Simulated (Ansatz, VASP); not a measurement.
## FeO: VASP beside Ansatz

The input INCAR:

```
PREC = Accurate
ENCUT = 520
EDIFF = 1E-6
ISMEAR = -1
SIGMA = 0.05
LREAL = F
LASPH = T
NELM = 150
ALGO = Normal
ISIF = 2
LWAVE = F
LCHARG = F
ISPIN = 2
MAGMOM = 3 0
LORBIT = 11
LMAXMIX = 4
GGA = B5
ALDAX = 1.0
AGGAX = 1.0
AGGAC = 1.0
ALDAC = 0.0
IVDW = 13
VDW_S6 = 1.0
VDW_S8 = 2.34076671
VDW_A1 = 0.44488865
VDW_A2 = 4.0933009
NBANDS = 18
```

File KPOINTS:

```
Automatic mesh
0
Gamma
  11 11 11
```

The input POSCAR:

```
FeO
1.0
    0.0000000000      2.1113998987      2.1113998987
    2.1113998987      0.0000000000      2.1113998987
    2.1113998987      2.1113998987      0.0000000000
Fe O
1 1
Direct
    0.0000000000      0.0000000000      0.0000000000
    0.5000000000      0.5000000000      0.5000000000
```

File input.yaml:

```yaml
crystal:
  lattice:
    - [0.0, 2.1113998987, 2.1113998987]
    - [2.1113998987, 0.0, 2.1113998987]
    - [2.1113998987, 2.1113998987, 0.0]
  atoms:
    - { symbol: Fe, position: [0.0, 0.0, 0.0], spin: 3.0 }
    - { symbol: O, position: [0.5, 0.5, 0.5] }
hamiltonian:
  xc: blyp
  pseudopotentials: { kind: paw }
  dispersion: d4
magnetization:
  spin_polarized: true
kpoints:
  mp_grid: { grid: [11, 11, 11] }
scf:
  occupations: { method: fermi_dirac, width: 0.05 }
output:
  forces: true
  stress: true
  eigenvalues: true
  write_density: true
  write_potential: true
  elf: true
  volumetric_format: npy
```

Alike in both runs: task single point; functional BLYP; dispersion D4; k mesh 11 × 11 × 11; occupations fermi-dirac, width 0.05 eV; collinear spin.

|  | VASP | Ansatz |
| --- | --- | --- |
| version | VASP 6.6.1 | Ansatz 0.2.0 |
| potentials or method | VASP PAW PBE potentials, release 64 (Fe, O) | Ansatz PAW |
| plane-wave cutoff (eV) | 520 | 420 |
| valence electrons in the cell | 14 | 22 |

VASP gave:

| Property | Result |
| --- | --- |
| gap on the k mesh at the Fermi level (eV) | none |
| pressure (GPa) | 14.1 |
| net moment per atom (μB) | 1.99 |
| size of the moment on the site where the two differ most (μB) | 3.58 |

Task: Estimate Ansatz's values.

Result: gap on the k mesh at the Fermi level (eV): none; pressure (GPa): 13.6; net moment per atom (μB): 1.99; size of the moment on the site where the two differ most (μB): 3.40.

VASP's potentials were made for PBE, not for BLYP. Site moments also hang on the region over which each program counts them. A gap of «none» marks a metal or a gap that the smearing closes. VASP's potentials hold 14 valence electrons a cell and Ansatz's 22, so a difference there can come from the potentials and not from the codes.
